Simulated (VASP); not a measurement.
A run of VASP 6.6.1 is set up as follows.

File INCAR:

```
SYSTEM = Pb
PREC = Accurate ; ENCUT = 520
EDIFF = 1E-6 ; ISMEAR = 1
SIGMA = 0.05 ; LREAL = .False.
LASPH = .True. ; NELM = 80
ALGO = Normal ; ISIF = 2
LWAVE = .False. ; LCHARG = .False.
GGA = PS ; NBANDS = 13
```

The input KPOINTS:

```
regular mesh
0
Gamma
  15 15 15
  0 0 0
```

POSCAR

```
Pb
1.0
    0.0000000000      2.4639681872      2.4639681872
    2.4639681872      0.0000000000      2.4639681872
    2.4639681872      2.4639681872      0.0000000000
Pb
1
Direct
    0.0000000000      0.0000000000      0.0000000000
```

Potentials or basis: VASP PAW PBE potentials, release 64 (Pb_d).

The run is started by

```console
$ cat potpaw_PBE.64/Pb_d/POTCAR > POTCAR
$ mpirun -np 1 vasp_std > vasp.out
```

(1) Predict the band gap on the k mesh.

(2) Estimate the pressure.

Answers

(1) zero (bands 7 and 8 overlap by 9.10 eV).

(2) -0.1 GPa.

Caveat: the PAW data sets were made with another functional, which shifts forces and pressure a little; spin-orbit coupling is left out, which moves the levels of the heavy elements.
